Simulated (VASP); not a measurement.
Wanted: the native input for a VASP 6.6.1 run.

```yaml
Task: single point
Functional: r2SCAN
Potentials_or_basis: VASP PAW PBE potentials, release 64 (Li_sv, H)
Cutoff: 830 eV
k_mesh: 10 × 10 × 10
Occupations: gaussian, width 0.01 eV
Spin: no spin polarisation
Dipole_correction: no
Further_INCAR_settings: ALGO = Normal; EDIFF = 1e-06; NBANDS = 9
```

Crystal: LiH.

```
Li H
1.0
     0.00000    2.00233    2.00233
     2.00233    0.00000    2.00233
     2.00233    2.00233    0.00000
Li H
1 1
Direct
  0.99750 0.99750 0.99750
  0.50000 0.50000 0.50000
```

This cell differs from its parent crystal: -0.01, -0.01] A.

One way to write it, as run:

POSCAR

```
LiH
1.0
    0.0000000000      2.0023272762      2.0023272762
    2.0023272762      0.0000000000      2.0023272762
    2.0023272762      2.0023272762      0.0000000000
Li H
1 1
Direct
   -0.0024970943     -0.0024970943     -0.0024970943
    0.5000000000      0.5000000000      0.5000000000
```

INCAR.step1

```
SYSTEM = LiH
PREC = Accurate ; ENCUT = 830
ISMEAR = 0 ; SIGMA = 0.01
LREAL = .False. ; LASPH = .True.
NELM = 120 ; NBANDS = 9
GGA = PE ; ALGO = Normal
EDIFF = 1E-5 ; LWAVE = .True.
LCHARG = .False. ; GGA_COMPAT = .False.
```

INCAR.step2

```
SYSTEM = LiH
PREC = Accurate ; ENCUT = 830
EDIFF = 1E-6 ; ISMEAR = 0
SIGMA = 0.01 ; LREAL = .False.
LASPH = .True. ; NELM = 120
ALGO = Normal ; ISIF = 2
LWAVE = .False. ; LCHARG = .False.
METAGGA = R2SCAN ; LMIXTAU = .True.
NBANDS = 9 ; ISTART = 1
GGA_COMPAT = .False.
```

KPOINTS

```
Automatic mesh
0
Gamma
  10 10 10
  0 0 0
```

Potentials or basis: VASP PAW PBE potentials, release 64 (Li_sv, H).

Run with:

```bash
$ cat potpaw_PBE.64/Li_sv/POTCAR potpaw_PBE.64/H/POTCAR > POTCAR
$ cp INCAR.step1 INCAR
$ mpirun -np 1 vasp_std > vasp.out
$ cp INCAR.step2 INCAR
$ mpirun -np 1 vasp_std > vasp.out
```

Results of the run:

```json
{
 "Pressure": "-0.1 GPa",
 "Largest force": "0.008 eV/Å",
 "Band gap on the k mesh": "3.58 eV"
}
```

Caveat: the cell differs from its parent crystal (-0.01, -0.01] A); the PAW data sets were made with another functional, which shifts forces and pressure a little.

Wall time 56 s on 1 thread of Intel(R) Xeon(R) 6975P-C (Granite Rapids), with other jobs on the host, peak memory 0.17 GiB.
